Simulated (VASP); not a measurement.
# Cl (Cmce) in VASP: notebook, part 2 of 3

VASP 6.6.1.

## Step 3: Relaxation of cell and atoms, PBE, target pressure 40 GPa, at which the enthalpy is minimised

This run uses another cell than the first one, of 15.64 Å³/atom.

Input file INCAR:

```
SYSTEM = Cl
PREC = Accurate ; ENCUT = 600
EDIFF = 1E-6 ; ISMEAR = 0
SIGMA = 0.02 ; LREAL = .False.
LASPH = .True. ; NELM = 60
ALGO = Normal ; ISIF = 3
LWAVE = .False. ; LCHARG = .False.
GGA = PE ; IBRION = 2
NSW = 70 ; EDIFFG = -0.008
PSTRESS = 400.0
```

Input file KPOINTS:

```
regular mesh
0
Gamma
  10 10 4
  0 0 0
```

Input file POSCAR:

```
Cl
1.0
    2.5740290991     -1.6803495492      0.0000000000
    2.5740290991      1.6803495492      0.0000000000
    0.0000000000      0.0000000000      7.2341452210
Cl
4
Direct
    0.1554923459      0.8445076541      0.1166603137
    0.6554923459      0.3445076541      0.3833396863
    0.8445076541      0.1554923459      0.8833396863
    0.3445076541      0.6554923459      0.6166603137
```

Potentials or basis: VASP PAW PBE potentials, release 64 (Cl).

Run with:

```
> cat potpaw_PBE.64/Cl/POTCAR > POTCAR
> mpirun -np 1 vasp_std > vasp.out
```

OUTCAR:

```text
SYSTEM = Cl
   PREC = Accurate
   ENCUT = 600
   EDIFF = 1E-6
   ISMEAR = 0
   LREAL = .False.
   LASPH = .True.
   NELM = 60
   ISIF = 3
   GGA = PE
   IBRION = 2
   NSW = 70
   EDIFFG = -0.008
   PSTRESS = 400.0

 ion  position               nearest neighbor table
   1  0.155  0.845  0.117-   3 1.99   2 2.56   2 2.56
   2  0.655  0.345  0.383-   4 1.99   1 2.56   1 2.56
   3  0.845  0.155  0.883-   1 1.99   4 2.56   4 2.56
   4  0.345  0.655  0.617-   2 1.99   3 2.56   3 2.56

  LATTYP: Found a base centered orthorhombic cell.
 ALAT       =     3.3606990984
 B/A-ratio  =     1.5318414554
 C/A-ratio  =     2.1525715362

  Lattice vectors:

 A1 = (  -2.5740290991,  -1.6803495492,   0.0000000000)
 A2 = (   2.5740290991,  -1.6803495492,   0.0000000000)
 A3 = (   0.0000000000,   0.0000000000,   7.2341452210)

Analysis of symmetry for initial positions (statically):
=====================================================================
 Subroutine PRICEL returns:
 Original cell was already a primitive cell.

 Routine SETGRP: Setting up the symmetry group for a
 base centered orthorhombic supercell.

 Subroutine GETGRP returns: Found  8 space group operations
 (whereof  4 operations were pure point group operations)
 out of a pool of  8 trial point group operations.

The static configuration has the point symmetry C_2h.
 The point group associated with its full space group is D_2h.

Analysis of symmetry for dynamics (positions and initial velocities):
=====================================================================
 Subroutine PRICEL returns:
 Original cell was already a primitive cell.

 Routine SETGRP: Setting up the symmetry group for a
 base centered orthorhombic supercell.

 Subroutine GETGRP returns: Found  8 space group operations
 (whereof  4 operations were pure point group operations)
 out of a pool of  8 trial point group operations.

The dynamic configuration has the point symmetry C_2h.
 The point group associated with its full space group is D_2h.

 Subroutine INISYM returns: Found  8 space group operations
 (whereof  4 operations are pure point group operations),
 and found     1 'primitive' translations

----------------------------------------------------------------------------------------

                                     Primitive cell

  volume of cell :      62.5792

  direct lattice vectors                    reciprocal lattice vectors
     2.574029099 -1.680349549  0.000000000     0.194247998 -0.297557136  0.000000000
     2.574029099  1.680349549  0.000000000     0.194247998  0.297557136  0.000000000
     0.000000000  0.000000000  7.234145221     0.000000000  0.000000000  0.138233332

  length of vectors
     3.073955174  3.073955174  7.234145221     0.355348469  0.355348469  0.138233332

  position of ions in fractional coordinates (direct lattice)
     0.155492346  0.844507654  0.116660314
     0.655492346  0.344507654  0.383339686
     0.844507654  0.155492346  0.883339686
     0.344507654  0.655492346  0.616660314

  ion indices of the primitive-cell ions
   primitive index   ion index
                 1           1
                 2           2
[... 63 lines left out ...]
   NGXF,Y,Z  is equivalent  to a cutoff of  30.29, 30.29, 27.58 a.u.
 SYSTEM =  Cl
   PREC   = accura    normal or accurate (medium, high low for compatibility)
   ISTART =      0    job   : 0-new  1-cont  2-samecut
   ICHARG =      2    charge: 1-file 2-atom 10-const
   ISPIN  =      1    spin polarized calculation?
   LNONCOLLINEAR =      F non collinear calculations
   LSORBIT =      F    spin-orbit coupling
   LASPH  =      T    aspherical Exc in radial PAW
   ENCUT  =  600.0 eV  44.10 Ry    6.64 a.u.   6.14  6.14 14.45*2*pi/ulx,y,z
   NELM   =     60;   NELMIN=  2; NELMDL= -5     # of ELM steps
   EDIFF  = 0.1E-05   stopping-criterion for ELM
   LREAL  =      F    real-space projection
   EDIFFG = -.8E-02   stopping-criterion for IOM
   NSW    =     70    number of steps for IOM
   IBRION =      2    ionic relax: 0-MD 1-quasi-New 2-CG
   NFREE  =      1    steps in history (QN), initial steepest desc. (CG)
   ISIF   =      3    stress and relaxation
   ISYM   =      2    0-nonsym 1-usesym 2-fastsym
   POTIM  = 0.5000    time-step for ionic-motion
   TEBEG  =    0.0;   TEEND  =   0.0 temperature during run
   PSTRESS=  400.0 pullay stress
   NELECT =      28.0000    total number of electrons
   NUPDOWN=      -1.0000    fix difference up-down
   EMIN   =  10.00;   EMAX   =-10.00  energy-range for DOS
   EFERMI =   0.00;   METHOD = LEGACY
   ISMEAR =     0;   SIGMA  =   0.02  broadening in eV -4-tet -1-fermi 0-gaus
   EFERMI_NEDOS =   21; number of points for ismear=-14 and -15
   IALGO  =     38    algorithm
   IMIX   =      4    mixing-type and parameters
     AMIX     =   0.40;   BMIX     =  1.00
     AMIX_MAG =   1.60;   BMIX_MAG =  1.00
  volume/ion in A,a.u.               =      15.64       105.58
  Fermi-wavevector in a.u.,A,eV,Ry     =   1.252134  2.366190 21.331745  1.567839
  Thomas-Fermi vector in A             =   2.386048
   LORBIT       =      0    0 simple, 1 ext, 2 COOP (PROOUT), +10 PAW based schemes
   GGA     = PE    functional components
   LHFCALC =     F    Hartree Fock is set to
   AEXX    =    0.0000 exact exchange contribution
   IVDW    =     0    specifies the selected vdW correction
   LEPSILON=     F    determine dielectric tensor
   LRPA    =     F    only Hartree local field effects (RPA)
 conjugate gradient relaxation of ions
 non-spin polarized calculation
 Gauss-broadening in eV      SIGMA  =   0.02
  energy-cutoff  :      600.00
  volume of cell :       62.58
 maximum number of plane-waves:      2128
 NGX is ok and might be reduce to    28
   NGX = 13   NGY = 13   NGZ = 29

--------------------------------------- Ionic step        1  -------------------------------------------

 number of electron      28.0000001 magnetization

 Free energy of the ion-electron system (eV)
  ---------------------------------------------------
  ext. energy  EPLUGINS =         0.00000000
  ---------------------------------------------------
  free energy    TOTEN  =        -4.77562383 eV

  energy without entropy =       -4.77562383  energy(sigma->0) =       -4.77562383

------------------------ aborting loop because EDIFF is reached ----------------------------------------

  FORCE on cell =-STRESS in cart. coord.  units (eV):
  Direction    XX          YY          ZZ          XY          YZ          ZX
  --------------------------------------------------------------------------------------
  -------------------------------------------------------------------------------------
  Total       10.4916240     11.9515464     13.4444242      0.0000000     -0.0000000      0.0000000
  in kB      268.6105056    305.9879896    344.2092095      0.0000000     -0.0000000      0.0000000
  external PRESSURE =     -93.7307651 kB  Pullay stress =     400.0000000 kB
[... 103 lines left out ...]
  energy  without entropy=       -3.8137565807  energy(sigma->0) =       -3.81375658

  enthalpy is  TOTEN    =        10.6829985796 eV   P V=       14.4967551603

[... ionic steps 4 to 8 ...]

--------------------------------------- Ionic step        9  -------------------------------------------

 number of electron      28.0000000 magnetization

------------------------ aborting loop because EDIFF is reached ----------------------------------------
[... 75 lines left out ...]
--------------------------------------- Ionic step       11  -------------------------------------------

 number of electron      28.0000000 magnetization

 Free energy of the ion-electron system (eV)
  ---------------------------------------------------
  ext. energy  EPLUGINS =         0.00000000
  ---------------------------------------------------
  free energy    TOTEN  =        -3.81335664 eV

  energy without entropy =       -3.81335664  energy(sigma->0) =       -3.81335664

 E-fermi :   7.4079     XC(G=0): -11.3479

 val. band max:        7.3265935852   @ k =   0.5000   0.0000   0.5000
 cond. band min:       8.8469597381   @ k =   0.5000   0.5000   0.2500
 fundamental gap:      1.5203661528
 Fermi energy:         7.4078775999

 k-point     1 :       0.0000    0.0000    0.0000
  band No.  band energies     occupation
      1     -12.5212      2.00000
      2     -11.0319      2.00000
      3      -9.0935      2.00000
      4      -5.1614      2.00000
      5      -1.1071      2.00000
      6       2.9010      2.00000
[... 481 lines left out ...]
      5      -0.4210      2.00000
      6       0.6572      2.00000
[... 10 lines left out ...]
     17      13.6687      0.00000
     18      15.2454      0.00000

 [... further k-points ...]

------------------------ aborting loop because EDIFF is reached ----------------------------------------

  FORCE on cell =-STRESS in cart. coord.  units (eV):
  Direction    XX          YY          ZZ          XY          YZ          ZX
  --------------------------------------------------------------------------------------
  -------------------------------------------------------------------------------------
  Total       14.4648944     14.4689569     14.4645664      0.0000000     -0.0000000      0.0000000
  in kB      399.9894529    400.1017908    399.9803830      0.0000000     -0.0000000      0.0000000
  external PRESSURE =       0.0238756 kB  Pullay stress =     400.0000000 kB
[... 23 lines left out ...]
  energy  without entropy=       -3.8133566366  energy(sigma->0) =       -3.81335664

  enthalpy is  TOTEN    =        10.6519192210 eV   P V=       14.4652758577

 reached required accuracy - stopping structural energy minimisation
```

Run time: 5.2 min. Hardware: 1 thread of Intel Xeon 6975P-C (Granite Rapids), shared host; peak memory 0.25 GiB.

Results:

```
Free energy                                                : -3.8134 eV
Relaxed volume                                             : 14.48 Å³/atom
Relaxed cell                                               : a = 2.960 Å, b = 2.960 Å, c = 7.194 Å, α = 90.00°, β = 90.00°, γ = 66.82°
Space group after relaxing (to 0.1 Å)                      : Cmce (No. 64)
Energy change on relaxing (the run minimises the enthalpy) : +240.6 meV/atom
Ionic steps                                                : 11
Pressure after relaxing                                    : 40.0 GPa
Band gap on the k mesh                                     : 1.52 eV (least direct gap 1.94 eV)
```

The path:
```tsv
step	energy change (eV)	largest force (eV/Å)	pressure (GPa)	volume (Å³)
1	0.0000	0.4130	30.63	62.58
2	1.9317	0.5342	53.20	54.63
3	0.9619	0.4933	41.84	58.07
4	1.0038	0.4367	38.55	57.90
5	0.9541	0.1506	40.05	57.99
6	0.9445	0.0672	39.89	58.02
7	0.9386	0.0581	39.78	58.04
8	0.9751	0.0460	40.26	57.89
9	0.9789	0.0438	40.31	57.87
10	0.9435	0.0482	39.66	58.02
11	0.9623	0.0008	40.00	57.94
```

Final structure:
```
CELL_PARAMETERS angstrom
2.47081 -1.62985 0.00000
2.47081 1.62985 0.00000
0.00000 0.00000 7.19382
ATOMIC_POSITIONS crystal
Cl 0.16495 0.83505 0.11821
Cl 0.66495 0.33505 0.38179
Cl 0.83505 0.16495 0.88179
Cl 0.33505 0.66495 0.61821
```

Caveat: the cell is relaxed towards a set pressure, so the run minimises the enthalpy, not the energy; this functional lacks dispersion, which holds the molecules together, so the pressure and a relaxed volume are unreliable. A k mesh can miss the band edges.

(Continued in part 3 of 3.)
